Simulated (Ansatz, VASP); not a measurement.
## BN: VASP beside Ansatz

```
CELL_PARAMETERS angstrom
2.30596 0.00000 0.00000
-1.15298 2.15498 0.00000
0.00000 0.00000 7.20975
ATOMIC_POSITIONS crystal
B 0.32454 0.64907 0.25000
B 0.67546 0.35093 0.75000
N 0.34896 0.69792 0.75000
N 0.65104 0.30208 0.25000
```

Change from the starting cell: normal strain along x -0.0733, normal strain along z +0.1100.

Alike in both runs: functional LDA; k mesh 12 × 12 × 4; occupations gaussian, width 0.05 eV; no spin polarisation.

Ansatz relaxed the structure, and its values are those at the end. VASP's run is a single point on that final structure, the one shown.

```csv
,VASP,Ansatz
version,VASP 6.6.1,Ansatz 0.2.0
potentials or method,"VASP PAW LDA potentials, release 64 (B, N), cutoff 520 eV","scalar-relativistic, plane waves, PAW"
valence electrons in the cell,16,16
```

Ansatz gave:

* gap on the k mesh at the Fermi level (eV): 4.01
* least direct gap on the mesh (eV): 4.76
* pressure (GPa): 30.1
* rms of the force components (eV/Å): 0.001

Task: Which values does VASP return?

Result: gap on the k mesh at the Fermi level (eV): 3.99; least direct gap on the mesh (eV): 4.75; pressure (GPa): 30.7; rms of the force components (eV/Å): 0.005.

Ansatz warns that its potentials were made for another functional, while VASP's fit it. LDA's correlation is that of Perdew and Zunger in VASP and of Perdew and Wang (1992) in Ansatz. Both programs put the cell under a high pressure, so it lies far from rest at this level. Ansatz's warnings: stress scf threshold loose.
